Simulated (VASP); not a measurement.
# Sc2Al (P6_3/mmc) in VASP: single point with r2SCAN+D3(BJ)

Aim: the single point of Sc2Al with r2SCAN+D3(BJ).

Everything below comes from runs of VASP 6.6.1. Logs are shortened: lines on timing, memory, paths and dates and some standing lists are left out, and cuts for length are marked.

## Step 1: The cell of the first run

Symmetry: P6_3/mmc, No. 194, hexagonal system. Conventional cell: a = 4.893 Å, b = 4.893 Å, c = 6.161 Å, α = 90.00°, β = 90.00°, γ = 120.00°. Sc (site symmetry -3m) has 8 Sc at 3.08 to 3.22 Å and 6 Al at 3.22 Å within 4.1 Å. Within 3.7 Å of Sc (site symmetry -6m2) lie 5 Al at 2.82 to 3.08 Å and 6 Sc at 3.22 Å. Within 3.7 Å of Al (site symmetry -6m2) lie 11 Sc at 2.82 to 3.22 Å.

## Step 2: Single point, r2SCAN+D3(BJ)

Contents of POSCAR:

```
Sc2Al
1.0
    4.8926114005      0.0000000000      0.0000000000
   -2.4463057002      4.2371257637      0.0000000000
    0.0000000000      0.0000000000      6.1614205700
Sc Al
4 2
Direct
    0.0000000000      0.0000000000      0.0000000000
    0.0000000000      0.0000000000      0.5000000000
    0.3333333333      0.6666666667      0.7500000000
    0.6666666667      0.3333333333      0.2500000000
    0.3333333333      0.6666666667      0.2500000000
    0.6666666667      0.3333333333      0.7500000000
```

Contents of INCAR.step1:

```
PREC = Accurate
ENCUT = 520
ISMEAR = 0
SIGMA = 0.1
LREAL = False
LASPH = True
NELM = 100
NBANDS = 34
GGA = PE
ALGO = Normal
EDIFF = 1E-4
LWAVE = True
LCHARG = False
```

Contents of INCAR.step2:

```
PREC = Accurate
ENCUT = 520
EDIFF = 1E-6
ISMEAR = 0
SIGMA = 0.1
LREAL = False
LASPH = True
NELM = 100
ALGO = Normal
ISIF = 2
LWAVE = False
LCHARG = False
METAGGA = R2SCAN
LMIXTAU = True
IVDW = 12
VDW_S6 = 1.0
VDW_S8 = 0.78981345
VDW_A1 = 0.49484001
VDW_A2 = 5.73083694
NBANDS = 34
ISTART = 1
```

Contents of KPOINTS:

```
Automatic mesh
0
Gamma
  12 12 6
```

Potentials or basis: VASP PAW PBE potentials, release 64 (Sc_sv, Al).

Started as:

```console
cat potpaw_PBE.64/Sc_sv/POTCAR potpaw_PBE.64/Al/POTCAR > POTCAR
cp INCAR.step1 INCAR
mpirun -np 1 vasp_std > vasp.out
cp INCAR.step2 INCAR
mpirun -np 1 vasp_std > vasp.out
```

OUTCAR:

```text
PREC = Accurate
   ENCUT = 520
   EDIFF = 1E-6
   ISMEAR = 0
   LREAL = False
   LASPH = True
   NELM = 100
   ISIF = 2
   METAGGA = R2SCAN
   IVDW = 12
   ISTART = 1
 IVDW          = 12

 ion  position               nearest neighbor table
   1  0.000  0.000  0.000-   2 3.08   2 3.08   4 3.22   5 3.22   6 3.22   3 3.22   3 3.22   5 3.22
                             4 3.22   6 3.22   4 3.22   6 3.22   3 3.22   5 3.22
   2  0.000  0.000  0.500-   1 3.08   1 3.08   4 3.22   5 3.22   6 3.22   3 3.22   3 3.22   5 3.22
                             4 3.22   6 3.22   4 3.22   6 3.22   3 3.22   5 3.22
   3  0.333  0.667  0.750-   6 2.82   6 2.82   6 2.82   5 3.08   5 3.08   1 3.22   2 3.22   2 3.22
                             1 3.22   2 3.22   1 3.22
   4  0.667  0.333  0.250-   5 2.82   5 2.82   5 2.82   6 3.08   6 3.08   1 3.22   2 3.22   1 3.22
                             2 3.22   1 3.22   2 3.22
   5  0.333  0.667  0.250-   4 2.82   4 2.82   4 2.82   3 3.08   3 3.08   1 3.22   2 3.22   2 3.22
                             1 3.22   2 3.22   1 3.22
   6  0.667  0.333  0.750-   3 2.82   3 2.82   3 2.82   4 3.08   4 3.08   1 3.22   2 3.22   1 3.22
                             2 3.22   1 3.22   2 3.22

  LATTYP: Found a hexagonal cell.
 ALAT       =     4.8926114005
 C/A-ratio  =     1.2593316872

  Lattice vectors:

 A1 = (   4.8926114005,   0.0000000000,   0.0000000000)
 A2 = (  -2.4463057002,   4.2371257637,   0.0000000000)
 A3 = (   0.0000000000,   0.0000000000,   6.1614205700)

Analysis of symmetry for initial positions (statically):
=====================================================================
 Subroutine PRICEL returns:
 Original cell was already a primitive cell.

 Routine SETGRP: Setting up the symmetry group for a
 hexagonal supercell.

 Subroutine GETGRP returns: Found 24 space group operations
 (whereof 12 operations were pure point group operations)
 out of a pool of 24 trial point group operations.

The static configuration has the point symmetry D_3d.
 The point group associated with its full space group is D_6h.

Analysis of symmetry for dynamics (positions and initial velocities):
=====================================================================
 Subroutine PRICEL returns:
 Original cell was already a primitive cell.

 Routine SETGRP: Setting up the symmetry group for a
 hexagonal supercell.

 Subroutine GETGRP returns: Found 24 space group operations
 (whereof 12 operations were pure point group operations)
 out of a pool of 24 trial point group operations.

The dynamic configuration has the point symmetry D_3d.
 The point group associated with its full space group is D_6h.

 Subroutine INISYM returns: Found 24 space group operations
 (whereof 12 operations are pure point group operations),
 and found     1 'primitive' translations

----------------------------------------------------------------------------------------

                                     Primitive cell

  volume of cell :     127.7300

  direct lattice vectors                    reciprocal lattice vectors
     4.892611400  0.000000000  0.000000000     0.204389827  0.118004522  0.000000000
    -2.446305700  4.237125764  0.000000000     0.000000000  0.236009044  0.000000000
     0.000000000  0.000000000  6.161420570     0.000000000  0.000000000  0.162300234

  length of vectors
     4.892611400  4.892611400  6.161420570     0.236009044  0.236009044  0.162300234

  position of ions in fractional coordinates (direct lattice)
     0.000000000  0.000000000  0.000000000
     0.000000000  0.000000000  0.500000000
     0.333333333  0.666666667  0.750000000
     0.666666667  0.333333333  0.250000000
     0.333333333  0.666666667  0.250000000
     0.666666667  0.333333333  0.750000000

  ion indices of the primitive-cell ions
   primitive index   ion index
                 1           1
                 2           2
                 3           3
                 4           4
                 5           5
                 6           6

----------------------------------------------------------------------------------------

 KPOINTS: Automatic mesh

Automatic generation of k-mesh.
 Grid dimensions read from file:
 generate k-points for:   12   12    6

 Generating k-lattice:

  Cartesian coordinates                     Fractional coordinates (reciprocal lattice)
     0.017032486  0.009833710  0.000000000     0.083333333  0.000000000  0.000000000
     0.000000000  0.019667420  0.000000000     0.000000000  0.083333333  0.000000000
     0.000000000  0.000000000  0.027050039     0.000000000  0.000000000  0.166666667

  Length of vectors
     0.019667420  0.019667420  0.027050039

  Shift w.r.t. Gamma in fractional coordinates (k-lattice)
     0.000000000  0.000000000  0.000000000

 Subroutine IBZKPT returns following result:
 ===========================================

 Found     76 irreducible k-points:

 Following reciprocal coordinates:
            Coordinates               Weight
  0.000000  0.000000  0.000000      1.000000
  0.083333 -0.000000  0.000000      6.000000
  0.166667 -0.000000  0.000000      6.000000
  0.250000 -0.000000  0.000000      6.000000
  0.333333 -0.000000  0.000000      6.000000
  0.416667  0.000000  0.000000      6.000000
[... 16 lines left out ...]
  0.250000 -0.000000  0.166667     12.000000
  0.333333 -0.000000  0.166667     12.000000
 [... further k-points ...]
   k-points           NKPTS =     76   k-points in BZ     NKDIM =     76   number of bands    NBANDS=     34
   number of dos      NEDOS =    301   number of ions     NIONS =      6
   total plane-waves  NPLWV =  62208
   dimension x,y,z NGX =    36 NGY =   36 NGZ =   48
   dimension x,y,z NGXF=    72 NGYF=   72 NGZF=   96
   ions per type =               4   2
   NGX,Y,Z   is equivalent  to a cutoff of  12.23, 12.23, 12.95 a.u.
   NGXF,Y,Z  is equivalent  to a cutoff of  24.46, 24.46, 25.90 a.u.
 SYSTEM =  unknown system
   PREC   = accura    normal or accurate (medium, high low for compatibility)
   ISTART =      1    job   : 0-new  1-cont  2-samecut
   ICHARG =      0    charge: 1-file 2-atom 10-const
   ISPIN  =      1    spin polarized calculation?
   LNONCOLLINEAR =      F non collinear calculations
   LSORBIT =      F    spin-orbit coupling
   LASPH  =      T    aspherical Exc in radial PAW
   ENCUT  =  520.0 eV  38.22 Ry    6.18 a.u.   9.10  9.10 11.46*2*pi/ulx,y,z
   NELM   =    100;   NELMIN=  2; NELMDL=  0     # of ELM steps
   EDIFF  = 0.1E-05   stopping-criterion for ELM
   LREAL  =      F    real-space projection
   EDIFFG = 0.1E-04   stopping-criterion for IOM
   NSW    =      0    number of steps for IOM
   IBRION =     -1    ionic relax: 0-MD 1-quasi-New 2-CG
   NFREE  =      0    steps in history (QN), initial steepest desc. (CG)
   ISIF   =      2    stress and relaxation
   ISYM   =      2    0-nonsym 1-usesym 2-fastsym
   POTIM  = 0.5000    time-step for ionic-motion
   TEBEG  =    0.0;   TEEND  =   0.0 temperature during run
   PSTRESS=    0.0 pullay stress
   NELECT =      50.0000    total number of electrons
   NUPDOWN=      -1.0000    fix difference up-down
   EMIN   =  10.00;   EMAX   =-10.00  energy-range for DOS
   EFERMI =   0.00;   METHOD = LEGACY
   ISMEAR =     0;   SIGMA  =   0.10  broadening in eV -4-tet -1-fermi 0-gaus
   EFERMI_NEDOS =   21; number of points for ismear=-14 and -15
   IALGO  =     38    algorithm
   IMIX   =      4    mixing-type and parameters
     AMIX     =   0.40;   BMIX     =  1.00
     AMIX_MAG =   1.60;   BMIX_MAG =  1.00
  volume/ion in A,a.u.               =      21.29       143.66
  Fermi-wavevector in a.u.,A,eV,Ry     =   1.197569  2.263077 19.513086  1.434171
  Thomas-Fermi vector in A             =   2.333480
   LORBIT       =      0    0 simple, 1 ext, 2 COOP (PROOUT), +10 PAW based schemes
   METAGGA = R2SCAN    functional components
   LHFCALC =     F    Hartree Fock is set to
   AEXX    =    0.0000 exact exchange contribution
   IVDW    =    12    specifies the selected vdW correction
   LEPSILON=     F    determine dielectric tensor
   LRPA    =     F    only Hartree local field effects (RPA)
 non-spin polarized calculation
 Gauss-broadening in eV      SIGMA  =   0.10
  energy-cutoff  :      520.00
  volume of cell :      127.73
 maximum number of plane-waves:      3455
   NGX = 19   NGY = 19   NGZ = 23

 number of electron      50.0000002 magnetization

 Free energy of the ion-electron system (eV)
  ---------------------------------------------------
  ext. energy  EPLUGINS =         0.00000000
  ---------------------------------------------------
  free energy    TOTEN  =       -61.26577809 eV

  energy without entropy =      -61.23071439  energy(sigma->0) =      -61.24824624

 E-fermi :   4.9383     XC(G=0): -10.7825

 val. band max:        4.9375537925   @ k =   0.3333   0.0833   0.0000
 cond. band min:       4.9414843100   @ k =   0.3333   0.3333   0.1667
 fundamental gap:      0.0039305175
 Fermi energy:         4.9383093562

 k-point     1 :       0.0000    0.0000    0.0000
  band No.  band energies     occupation
      1     -46.7548      2.00000
      2     -46.6938      2.00000
      3     -46.6912      2.00000
      4     -46.6734      2.00000
      5     -24.5452      2.00000
      6     -24.5186      2.00000
[... 26 lines left out ...]
     33       7.8904      0.00000
     34       7.8924      0.00000

 k-point     2 :       0.0833   -0.0000    0.0000
  band No.  band energies     occupation
      1     -46.7538      2.00000
      2     -46.6938      2.00000
      3     -46.6912      2.00000
      4     -46.6743      2.00000
      5     -24.5517      2.00000
      6     -24.5214      2.00000
[... 26 lines left out ...]
     33       7.7984      0.00000
     34       7.9281      0.00000
[... 775 lines left out ...]
     33       7.2321      0.00000
     34       7.5464      0.00000

 k-point    24 :       0.3333   -0.0000    0.1667
  band No.  band energies     occupation
      1     -46.7388      2.00000
      2     -46.6996      2.00000
      3     -46.6886      2.00000
      4     -46.6858      2.00000
      5     -24.5822      2.00000
      6     -24.5400      2.00000
[... 26 lines left out ...]
     33       7.0624      0.00000
     34       7.4812      0.00000

 [... further k-points ...]

------------------------ aborting loop because EDIFF is reached ----------------------------------------

 Edisp (eV)   -1.08576

 E8    (eV) :    -0.4149

  FORCE on cell =-STRESS in cart. coord.  units (eV):
  Direction    XX          YY          ZZ          XY          YZ          ZX
  --------------------------------------------------------------------------------------
  -------------------------------------------------------------------------------------
  Total      -1.09744    -1.09744    -0.98369    -0.00000     0.00000    -0.00000
  in kB     -13.76567   -13.76567   -12.33884    -0.00000     0.00000    -0.00000
  external pressure =      -13.29 kB  Pullay stress =        0.00 kB

 VOLUME and BASIS-vectors are now :
 -----------------------------------------------------------------------------
  energy-cutoff  :      520.00
  volume of cell :      127.73
      direct lattice vectors                 reciprocal lattice vectors
     4.892611400  0.000000000  0.000000000     0.204389827  0.118004522  0.000000000
    -2.446305700  4.237125764  0.000000000     0.000000000  0.236009044  0.000000000
     0.000000000  0.000000000  6.161420570     0.000000000  0.000000000  0.162300234

 POSITION                                       TOTAL-FORCE (eV/Angst)
 -----------------------------------------------------------------------------------
      0.00000      0.00000      0.00000         0.000000     -0.000000      0.000000
      0.00000      0.00000      3.08071         0.000000     -0.000000      0.000000
     -0.00000      2.82475      4.62107        -0.000000      0.000000      0.000000
      2.44631      1.41238      1.54036        -0.000000      0.000000      0.000000
     -0.00000      2.82475      1.54036         0.000000     -0.000000      0.000000
      2.44631      1.41238      4.62107         0.000000      0.000000      0.000000
 -----------------------------------------------------------------------------------
    total drift:                               -0.000000      0.000000     -0.000000

  FREE ENERGIE OF THE ION-ELECTRON SYSTEM (eV)
  ---------------------------------------------------
  free  energy   TOTEN  =       -62.3515426531 eV

  energy  without entropy=      -62.3164789493  energy(sigma->0) =      -62.33401080
```

Wall time 28 min (1 thread of Intel Xeon 8259CL, shared host); peak memory 0.43 GiB.

What came out:

| Item | Value |
| --- | --- |
| Free energy | -62.3515 eV |
| Pressure | -1.3 GPa |
| Band gap on the k mesh | zero (bands 25 and 26 overlap by 0.73 eV) |
| Dispersion energy per atom | -0.181 eV |

Stress tensor (GPa, compression positive):
```
-1.38  0.00  0.00
 0.00 -1.38  0.00
 0.00  0.00 -1.23
```

Levels at points of the mesh, in eV from the Fermi level:
```
           k point  band 21  band 22  band 23  band 24  band 25  band 26  band 27  band 28  band 29  band 30
(0.00, 0.00, 0.00)    -1.99    -0.78    -0.78    -0.68    -0.37    -0.37    -0.07    -0.07     1.95     2.16
(0.50, 0.00, 0.00)    -1.51    -1.27    -1.18    -1.11    -0.79     0.22     0.45     0.97     1.16     1.36
(0.00, 0.00, 0.50)    -1.64    -1.64    -1.19    -1.19     0.12     0.12     0.12     0.12     1.60     1.60
(0.50, 0.00, 0.50)    -1.27    -1.27    -1.08    -1.08     0.20     0.20     0.58     0.58     1.25     1.25
```

Caveat: three body term missing; the PAW data sets were made with another functional, which shifts forces and pressure a little.
